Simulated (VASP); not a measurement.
Wanted: the native input for a VASP 6.6.1 run.

```yaml
Task: single point
Functional: BLYP
Potentials_or_basis: VASP PAW PBE potentials, release 64 (Pd)
Cutoff: 520 eV
k_mesh: 16 × 16 × 16
Occupations: fermi-dirac, width 0.05 eV
Spin: collinear spin
Starting_moments: "[0.5, -0.5] μB"
Dipole_correction: no
Further_INCAR_settings: ALGO = Normal; EDIFF = 1e-06; NBANDS = 21
```

The structure of Pd lies in POSCAR:

```
Pd
1.0
    3.2874695700      0.0000000000      0.0000000000
    0.0000000000      3.2874695700      0.0000000000
    0.0000000000      0.0000000000      3.2874695700
Pd
2
Direct
    0.0000000000      0.0000000000      0.0000000000
    0.5000000000      0.5000000000      0.5000000000
```

This isn't the form of Pd at room conditions, which is fcc.

These files were run (other wordings do the same):

INCAR

```
  AGGAC = 1.0
  AGGAX = 1.0
  ALDAC = 0.0
  ALDAX = 1.0
  ALGO = Normal
  EDIFF = 1E-6
  ENCUT = 520
  GGA = B5
  ISIF = 2
  ISMEAR = -1
  ISPIN = 2
  LASPH = True
  LCHARG = False
  LMAXMIX = 4
  LORBIT = 11
  LREAL = False
  LWAVE = False
  MAGMOM = 0.5 -0.5
  NBANDS = 21
  NELM = 150
  PREC = Accurate
  SIGMA = 0.05
```

KPOINTS

```
k-points
0
Gamma
  16 16 16
```

Potentials or basis: VASP PAW PBE potentials, release 64 (Pd).

Launch:

```console
$ cat potpaw_PBE.64/Pd/POTCAR > POTCAR
$ mpirun -np 1 vasp_std > vasp.out
```

It gave:

The pressure is -7.9 GPa. The band gap on the k mesh is zero (filled and empty bands overlap). The net moment is 0.00 μB per cell and the valence electrons inside the program's atomic spheres are Pd 9.18.

Caveat: the cell stands under tension; the PAW data sets were made with another functional, which shifts forces and pressure a little.

Wall time 46 s on 1 thread of Intel(R) Xeon(R) 6975P-C (Granite Rapids), with other jobs on the host, peak memory 0.27 GiB.
